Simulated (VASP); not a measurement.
# GaN: single point with PBE

GaN:

```
Ga N
1.0
     3.11949    0.00000    0.00000
    -1.55974    2.70155    0.00000
     0.00000    0.00000    5.23309
Ga N
2 2
Cartesian
  0.0000 1.8010 0.0087
  1.5597 0.9005 2.6253
  0.0000 1.8010 1.9537
  1.5597 0.9005 4.5702
```

This cell differs from its parent crystal: epitaxial xy strain -2.0%.

```yaml
Program: VASP 6.6.1
Task: single point
Functional: PBE
Potentials_or_basis: VASP PAW PBE potentials, release 64 (Ga_d, N)
Cutoff: 520 eV
k_mesh: 6 × 6 × 4
Occupations: gaussian, width 0.01 eV
Spin: no spin polarisation
```

| Quantity | Value |
| --- | --- |
| Pressure | 12.7 GPa |
| Largest force | 0.026 eV/Å |
| Band gap on the k mesh | 2.01 eV |

Forces in eV/Å, atoms in the order of the input:
```
Ga   0.000  0.000  0.026
Ga   0.000  0.000  0.026
N    0.000  0.000 -0.026
N    0.000  0.000 -0.026
```

Stress tensor (GPa, compression positive):
```
15.82  0.00  0.00
 0.00 15.82  0.00
 0.00  0.00  6.60
```

Levels at points of the mesh, in eV from the valence-band top:
```csv
k point,band 16,band 17,band 18,band 19,band 20,band 21
"(0.00, 0.00, 0.00)",-0.24,0.00,0.00,2.01,4.75,9.09
"(0.50, 0.00, 0.00)",-2.78,-2.44,-1.07,5.31,5.63,5.89
"(0.00, 0.00, 0.50)",-0.51,-0.51,-0.51,4.50,4.50,8.48
"(0.50, 0.00, 0.50)",-2.18,-2.00,-2.00,4.35,4.35,7.92
```

Run time: 16 s on 1 thread of Intel(R) Xeon(R) 6975P-C (Granite Rapids) (shared host), peak memory 0.16 GiB.

Caveat: the cell differs from its parent crystal (epitaxial xy strain -2.0%); the cell stands under pressure.
